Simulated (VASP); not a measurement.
HfB2:

```xyz
6
Lattice="2.7672 0.0000 0.0000 0.0000 5.3858 0.0000 0.0000 0.0000 4.0603" Properties=species:S:1:pos:R:3 pbc="T T T"
Hf    0.0000    0.0000    0.6767
Hf    1.3836    2.6929    2.7069
B     0.6918    1.7953    1.0151
B     2.0754    3.5905    1.0151
B     2.0754    0.8976    3.0452
B     0.6918    4.4882    3.0452
```

The cell was built from a structure type or drawn by symmetry, and may not be a known phase.

```yaml
Program: VASP 6.6.1
Task: relaxation of cell and atoms
Functional: PBE
Potentials_or_basis: VASP PAW PBE potentials, release 64 (Hf_pv, B)
Cutoff: 500 eV
k_mesh: 6 × 4 × 4
Occupations: gaussian, width 0.1 eV
Spin: no spin polarisation
```

At the start: pressure 64.6 GPa; volume 10.09 Å³/atom.

Problem. How do energy, volume and symmetry change on relaxing?

Solution. Over 23 steps the energy falls by 2053.1 meV/atom and the volume is 12.22 Å³/atom (+21.1 %); space group Pnn2 (No. 34, to 0.1 Å) before, I4/mmm (No. 139, to 0.1 Å).

The path:
| step | energy change (eV) | largest force (eV/Å) | pressure (GPa) | volume (Å³) |
| --- | --- | --- | --- | --- |
| 1 | 0.0000 | 5.9926 | 64.64 | 60.51 |
| 2 | -3.7540 | 1.4650 | -25.43 | 103.21 |
| 3 | -6.0545 | 2.1828 | -11.62 | 82.44 |
| 4 | -6.0825 | 2.3061 | -9.35 | 80.89 |
| 5 | -6.0824 | 2.3850 | -7.88 | 79.98 |
| 6 | -7.4905 | 2.3526 | -4.69 | 76.00 |
| 7 | -7.6457 | 7.0271 | 40.30 | 64.65 |
| 8 | -8.5347 | 1.9820 | 5.63 | 71.24 |
| 9 | -8.6811 | 3.2869 | 18.32 | 68.08 |
| 10 | -8.7158 | 2.4788 | 13.40 | 69.14 |
| 11 | -9.3837 | 2.3681 | 13.07 | 69.57 |
| 12 | -11.0431 | 2.6373 | 13.42 | 70.55 |
| 13 | -11.2496 | 1.4262 | 12.38 | 71.00 |
| 14 | -11.6314 | 3.2193 | 11.97 | 70.99 |
| 15 | -11.9331 | 2.8953 | -1.33 | 74.94 |
| 16 | -12.1316 | 1.0324 | 2.51 | 73.38 |
| 17 | -12.2232 | 0.6772 | -1.57 | 74.41 |
| 18 | -12.2260 | 0.6447 | -2.36 | 74.63 |
| 19 | -12.2715 | 0.4834 | -1.79 | 74.23 |
| 20 | -12.3170 | 0.1441 | -0.05 | 73.29 |
| 21 | -12.3179 | 0.1774 | 0.21 | 73.27 |
| 22 | -12.3183 | 0.0686 | 0.11 | 73.27 |
| 23 | -12.3188 | 0.0246 | 0.12 | 73.31 |

Final structure:
```yaml
crystal:
  lattice:
    - [3.10903, 0.00000, 0.00000]
    - [0.00000, 4.85915, 0.00000]
    - [0.00000, 0.00000, 4.85282]
  atoms:
    - { symbol: Hf, position: [0.00000, 0.00000, 0.22254] }
    - { symbol: Hf, position: [0.50000, 0.50000, 0.72254] }
    - { symbol: B, position: [0.24996, 0.49855, 0.22206] }
    - { symbol: B, position: [0.75004, 0.50145, 0.22206] }
    - { symbol: B, position: [0.74996, 0.00145, 0.72206] }
    - { symbol: B, position: [0.25004, 0.99855, 0.72206] }
```

Caveat: the k points lie up to 0.34 Å⁻¹ apart in the final cell, too coarse for converged energies and pressures of a metal; the volume moved by over 15 % at a fixed basis, so the end points are rough.
